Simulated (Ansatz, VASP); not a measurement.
**Ta2N in VASP and in Ansatz**

```
Ta N
1.0
     3.11286    0.00000    0.00000
    -1.55643    2.69582    0.00000
     0.00000    0.00000    4.86984
Ta N
2 1
Direct
  0.66667 0.33333 0.74529
  0.33333 0.66667 0.25471
  0.03212 0.00000 0.00000
```

Alike in both runs: task single point; functional PBE; k mesh 12 × 12 × 7; no spin polarisation.

```csv
,VASP,Ansatz
version,VASP 6.6.1,Ansatz 0.2.0
potentials or method,"VASP PAW PBE potentials, release 64 (Ta_pv, N), cutoff 520 eV","plane waves, PAW"
occupations,"methfessel-paxton of order 1, width 0.1 eV",cold
valence electrons in the cell,27,31
```

VASP gave:

| Quantity | Value |
| --- | --- |
| rms of the force components (eV/Å) | 0.521 |

Estimate Ansatz's values.

rms of the force components (eV/Å): 0.515.

Atom by atom the forces differ by 0.021 eV/Å (rms over components). VASP's potentials hold 27 valence electrons a cell and Ansatz's 31, so a difference there can come from the potentials and not from the codes.

Neither program's run includes spin-orbit coupling.
